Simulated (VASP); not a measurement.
# H4C in VASP: further runs, part 2 of 2

VASP 6.6.1. Earlier steps stand in the parts before.

## 4. Single point, LDA

INCAR

```
  PREC = Accurate
  ENCUT = 520
  EDIFF = 1E-7
  ISMEAR = -1
  SIGMA = 0.05
  LREAL = Auto
  LASPH = T
  NELM = 80
  ALGO = Normal
  ISIF = 2
  LWAVE = F
  LCHARG = F
  NBANDS = 58
```

KPOINTS

```
Automatic mesh
0
Gamma
  1 1 1
```

POSCAR

```
H4C
1.0
    8.2150030000      0.0000000000      0.0000000000
    0.0000000000      8.2150030000      0.0000000000
    0.0000000000      0.0000000000      8.2150030000
C H
8 32
Direct
    0.3867071016      0.3318440663      0.1278757902
    0.8835784966     -0.0825440965      0.6778938486
    0.1404016529      0.9137063005      0.0751186579
    0.6256114575      0.6825682230      0.7963356800
    0.2181618193      0.6748628089      0.4671452950
   -0.1388922195      0.4260497531      0.0606938305
    0.7246375930      0.9672911866      0.2420814697
    0.3569444832      0.0692269985      0.7343150088
    0.2576870635      0.3348020688      0.1452221016
    0.4195859697      0.4441751269      0.0583809890
    0.4341081799      0.2192695487      0.0734266317
    0.4529517518      0.3393668876      0.2552281478
    0.8063904541     -0.1005355689      0.7840897928
    0.9204865780     -0.1998173342      0.6338889955
    1.0029576374     -0.0117589732      0.6970782603
    0.8120873480     -0.0170176444      0.5762627232
    0.1143882723      0.8928298626     -0.0645039326
    0.0571880497      1.0003283018      0.1270236907
    0.2635787230      0.9609247860      0.0757638190
    0.1464150409      0.7905900947      0.1249664790
    0.7535846305      0.6356905773      0.8421908063
    0.6492267866      0.7853314235      0.7002432014
    0.5822639383      0.7575894981      0.8960313222
    0.5455627953      0.5846132984      0.7647471340
    0.1664272064      0.7974434093      0.4851976317
    0.3451246457      0.6659279370      0.4943394421
    0.2018258545      0.6394398152      0.3361776009
    0.1535239853      0.5984294832      0.5571635214
   -0.0851125678      0.4712962369      0.1748143001
   -0.1318076208      0.5012901395     -0.0481192764
   -0.2718075696      0.4146072740      0.0823006395
   -0.1181375101      0.3007911257     -0.0006816796
    0.6735846597      1.0978571767      0.2424588281
    0.8259035328      0.9698718308      0.3320144862
    0.7849053737      0.9361408632      0.1152647175
    0.6100180365      0.8937184807      0.2717710511
    0.4910527726      0.0709798889      0.7749479824
    0.2678513934     -0.0323432627      0.7620082427
    0.3682895794      0.0491783144      0.5961288146
    0.3058915499      0.1915032776      0.7541445816
```

Potentials or basis: VASP PAW LDA potentials, release 64 (C, H).

Launch:

```bash
> cat potpaw_LDA.64/C/POTCAR potpaw_LDA.64/H/POTCAR > POTCAR
> mpirun -np 1 vasp_gam > vasp.out
```

OUTCAR:

```text
PREC = Accurate
   ENCUT = 520
   EDIFF = 1E-7
   ISMEAR = -1
   LREAL = Auto
   LASPH = T
   NELM = 80
   ISIF = 2

 ion  position               nearest neighbor table
   1  0.387  0.332  0.128-   9 1.07  11 1.10  10 1.12  12 1.18
   2  0.884  0.917  0.678-  14 1.07  13 1.09  15 1.15  16 1.15
   3  0.140  0.914  0.075-  18 1.07  19 1.08  20 1.09  17 1.18
   4  0.626  0.683  0.796-  24 1.07  23 1.09  22 1.17  21 1.18
   5  0.218  0.675  0.467-  26 1.07  25 1.10  28 1.11  27 1.12
   6  0.861  0.426  0.061-  30 1.09  29 1.10  31 1.11  32 1.16
   7  0.725  0.967  0.242-  34 1.11  36 1.15  33 1.15  35 1.18
   8  0.357  0.069  0.734-  40 1.10  38 1.13  39 1.15  37 1.15
   9  0.258  0.335  0.145-   1 1.07
  10  0.420  0.444  0.058-   1 1.12
  11  0.434  0.219  0.073-   1 1.10
  12  0.453  0.339  0.255-   1 1.18
  13  0.806  0.899  0.784-   2 1.09
  14  0.920  0.800  0.634-   2 1.07
[... 24 lines left out ...]
  39  0.368  0.049  0.596-   8 1.15
  40  0.306  0.192  0.754-   8 1.10

  LATTYP: Found a simple cubic cell.
 ALAT       =     8.2150030000

  Lattice vectors:

 A1 = (   8.2150030000,   0.0000000000,   0.0000000000)
 A2 = (   0.0000000000,   8.2150030000,   0.0000000000)
 A3 = (   0.0000000000,   0.0000000000,   8.2150030000)

Analysis of symmetry for initial positions (statically):
=====================================================================
 Subroutine PRICEL returns:
 Original cell was already a primitive cell.

 Routine SETGRP: Setting up the symmetry group for a
 simple cubic supercell.

 Subroutine GETGRP returns: Found  1 space group operations
 (whereof  1 operations were pure point group operations)
 out of a pool of 48 trial point group operations.

The static configuration has the point symmetry C_1 .

Analysis of symmetry for dynamics (positions and initial velocities):
=====================================================================
[... 185 lines left out ...]
  Thomas-Fermi vector in A             =   1.903783
   LORBIT       =      0    0 simple, 1 ext, 2 COOP (PROOUT), +10 PAW based schemes
   GGA     = CA    functional components
   LHFCALC =     F    Hartree Fock is set to
   AEXX    =    0.0000 exact exchange contribution
   IVDW    =     0    specifies the selected vdW correction
   LEPSILON=     F    determine dielectric tensor
   LRPA    =     F    only Hartree local field effects (RPA)
 non-spin polarized calculation
  energy-cutoff  :      520.00
  volume of cell :      554.40
 maximum number of plane-waves:      7470
 NGX is ok and might be reduce to    64
   NGX = 31   NGY = 31   NGZ = 31

 number of electron      64.0000000 magnetization

 Free energy of the ion-electron system (eV)
  ---------------------------------------------------
  ext. energy  EPLUGINS =         0.00000000
  ---------------------------------------------------
  free energy    TOTEN  =      -197.12487488 eV

  energy without entropy =     -197.12487488  energy(sigma->0) =     -197.12487488

 E-fermi :  -5.0344     XC(G=0):  -5.5696

 val. band max:       -6.3040704412   @ k =   0.0000   0.0000   0.0000
 cond. band min:      -0.0102808790   @ k =   0.0000   0.0000   0.0000
 fundamental gap:      6.2937895622
 Fermi energy:        -5.0344183272

 k-point     1 :       0.0000    0.0000    0.0000
  band No.  band energies     occupation
      1     -15.4389      2.00000
      2     -15.0920      2.00000
      3     -15.0470      2.00000
      4     -14.9684      2.00000
      5     -14.8473      2.00000
      6     -14.7742      2.00000
[... 36 lines left out ...]
     43       3.0244      0.00000
     44       3.1699      0.00000
 [bands above 44 left out]

------------------------ aborting loop because EDIFF is reached ----------------------------------------

  FORCE on cell =-STRESS in cart. coord.  units (eV):
  Direction    XX          YY          ZZ          XY          YZ          ZX
  --------------------------------------------------------------------------------------
  -------------------------------------------------------------------------------------
  Total       -5.7098996     -4.6514285     -9.7233033      0.3454801     -1.1584243     -1.9966923
  in kB      -16.5012132    -13.4423053    -28.0996711      0.9984134     -3.3477658     -5.7703021
  external PRESSURE =     -19.3477299 kB  Pullay stress =       0.0000000 kB

 VOLUME and BASIS-vectors are now :
 -----------------------------------------------------------------------------
  energy-cutoff  :      520.00
  volume of cell :      554.40
      direct lattice vectors                 reciprocal lattice vectors
     8.215003000  0.000000000  0.000000000     0.121728501  0.000000000  0.000000000
     0.000000000  8.215003000  0.000000000     0.000000000  0.121728501  0.000000000
     0.000000000  0.000000000  8.215003000     0.000000000  0.000000000  0.121728501

 POSITION                                       TOTAL-FORCE (eV/Angst)
 -----------------------------------------------------------------------------------
      3.17680      2.72610      1.05050         2.150347      0.779028      1.686583
      7.25860      7.53690      5.56890         0.814725      2.124398     -1.170902
      1.15340      7.50610      0.61710         0.396118     -1.006076     -2.895268
      5.13940      5.60730      6.54190         2.852680      1.743515     -0.226324
      1.79220      5.54400      3.83760        -1.179533     -0.053626     -0.429766
      7.07400      3.50000      0.49860        -1.552899     -1.813323     -1.216942
[... 32 lines left out ...]
      3.02550      0.40400      4.89720        -0.050050      0.553141      1.014143
      2.51290      1.57320      6.19530        -0.158945     -0.176530      0.084757
 -----------------------------------------------------------------------------------
    total drift:                                0.005847     -0.006023      0.012049

  FREE ENERGIE OF THE ION-ELECTRON SYSTEM (eV)
  ---------------------------------------------------
  free  energy   TOTEN  =      -197.1248748761 eV

  energy  without entropy=     -197.1248748760  energy(sigma->0) =     -197.12487488
```

OSZICAR:

```text
N       E                     dE             d eps       ncg     rms          rms(c)
DAV:   1     0.330446274192E+03    0.33045E+03   -0.27106E+04   116   0.910E+02
DAV:   2    -0.161140641553E+03   -0.49159E+03   -0.45938E+03   150   0.199E+02
DAV:   3    -0.222439103482E+03   -0.61298E+02   -0.60888E+02   160   0.724E+01
[... 11 lines left out ...]
DAV:  15    -0.197124860776E+03   -0.78435E-04   -0.39680E-05   144   0.284E-02    0.197E-02
DAV:  16    -0.197124872564E+03   -0.11788E-04   -0.16407E-05   144   0.161E-02    0.946E-03
DAV:  17    -0.197124874112E+03   -0.15479E-05   -0.75195E-06   152   0.103E-02    0.305E-03
DAV:  18    -0.197124874804E+03   -0.69221E-06   -0.94664E-07   144   0.374E-03    0.196E-03
DAV:  19    -0.197124874876E+03   -0.71831E-07   -0.26406E-07   144   0.202E-03
   1 F= -.19712487E+03 E0= -.19712487E+03  d E =-.329409E-10
```

It took 51 s on 1 thread of AMD EPYC 7R13 (Zen 3), shared host; peak memory 0.36 GiB.

Results:

* Free energy: -197.1249 eV
* Pressure: -1.9 GPa
* Largest force: 3.351 eV/Å
* Band gap on the k mesh: 6.29 eV

Forces on the atoms (eV/Å):
```
C    2.150  0.779  1.687
C    0.815  2.124 -1.171
C    0.396 -1.006 -2.895
C    2.853  1.744 -0.226
C   -1.180 -0.054 -0.430
C   -1.553 -1.813 -1.217
C   -0.479  0.979 -1.243
C    0.815 -0.519 -2.032
H   -0.941 -0.348  0.171
H    0.126 -0.594  0.118
H   -0.266  0.073 -0.344
H   -1.045  0.067 -1.649
H    0.350  0.427  0.357
H    0.096 -0.892 -0.391
H   -1.310 -0.461  0.164
H    0.668 -0.706  1.093
H    0.010  0.473  1.879
H   -0.592  0.168  0.417
H    0.515  0.373  0.135
H   -0.405 -0.020  0.536
H   -1.883  0.556 -0.947
H   -0.615 -2.061  0.691
H   -0.574 -0.061  0.699
H   -0.558 -0.501 -0.329
H    0.403  0.110 -0.122
H    1.046  0.295  0.276
H   -0.201 -0.082  0.792
H   -0.035 -0.268 -0.501
H    0.553 -0.440 -0.470
H    0.401  0.805  0.189
H    0.059  0.308  0.137
H    0.676  0.986  1.510
H    0.683 -1.037 -0.387
H   -0.595 -0.486 -0.044
H   -1.195  0.407  1.736
H    1.517  0.155 -0.146
H   -1.596 -0.586  0.177
H    1.098  0.728  0.681
H   -0.050  0.553  1.014
H   -0.159 -0.177  0.085
```

Stress tensor (GPa, compression positive):
```
-1.65  0.10 -0.58
 0.10 -1.34 -0.33
-0.58 -0.33 -2.81
```

Levels at points of the mesh, in eV from the valence-band top:
```csv
k point,band 29,band 30,band 31,band 32,band 33,band 34,band 35,band 36
"(0.00, 0.00, 0.00)",-0.32,-0.15,-0.07,0.00,6.29,8.13,8.15,8.28
```

Caveat: the k points lie up to 0.76 Å⁻¹ apart.
